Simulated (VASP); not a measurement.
Crystal: Li3Be4P.

```xyz
8
Lattice="4.2818 0.0000 0.0000 -2.1409 3.7082 0.0000 0.0000 0.0000 6.1674" Properties=species:S:1:pos:R:3 pbc="T T T"
Li    2.1409    0.0000    3.0837
Li   -1.0705    1.8541    3.0837
Li    1.0705    1.8541    3.0837
Be    0.0000    2.4721    4.6383
Be    2.1409    1.2361    4.6383
Be    2.1409    1.2361    1.5291
Be    0.0000    2.4721    1.5291
P     0.0000    0.0000    3.0837
```

The cell was generated, and may not be a known phase.

| Property | Result |
| --- | --- |
| Program | VASP 6.6.1 |
| Task | relaxation of cell and atoms |
| Functional | PBE |
| Potentials or basis | VASP PAW PBE potentials, release 64 (Li_sv, Be, P) |
| Cutoff | 600 eV |
| k mesh | 6 × 6 × 4 |
| Occupations | gaussian, width 0.1 eV |
| Spin | no spin polarisation |

At the start: pressure 18.8 GPa; volume 12.24 Å³/atom.

Q: Where does the relaxation end?

A: Over 10 steps the energy falls by 583.6 meV/atom and the volume is 14.72 Å³/atom (+20.3 %); space group P6/mmm (No. 191, to 0.1 Å) before and after.

The path:
| step | energy change (eV) | largest force (eV/Å) | pressure (GPa) | volume (Å³) |
| --- | --- | --- | --- | --- |
| 1 | 0.0000 | 3.5138 | 18.79 | 97.92 |
| 2 | -3.0137 | 1.5655 | 2.58 | 119.69 |
| 3 | -3.5112 | 0.9434 | -2.79 | 135.44 |
| 4 | -3.5183 | 0.9071 | -3.10 | 136.80 |
| 5 | -3.8880 | 0.9544 | -2.74 | 131.40 |
| 6 | -4.6425 | 0.1524 | 0.58 | 115.84 |
| 7 | -4.6635 | 0.0252 | 0.37 | 116.74 |
| 8 | -4.6653 | 0.0987 | 0.31 | 117.10 |
| 9 | -4.6677 | 0.0471 | -0.09 | 118.14 |
| 10 | -4.6686 | 0.0001 | 0.04 | 117.79 |

Final structure:
```xyz
8
Lattice="4.5937 0.0000 0.0000 -2.2968 3.9782 0.0000 0.0000 0.0000 6.4455" Properties=species:S:1:pos:R:3 pbc="T T T"
Li    2.2968    0.0000    3.2227
Li    3.4452    1.9891    3.2227
Li    1.1484    1.9891    3.2227
Be    0.0000    2.6521    5.3989
Be    2.2968    1.3261    5.3989
Be    2.2968    1.3261    1.0466
Be    0.0000    2.6521    1.0466
P     4.5937    0.0000    3.2227
```

Caveat: the cutoff is under 1.25 times the usual one of these potentials, so pressure, stress and relaxed cells hold a basis-set (Pulay) error; the volume moved by over 15 % at a fixed basis, so the end points are rough.
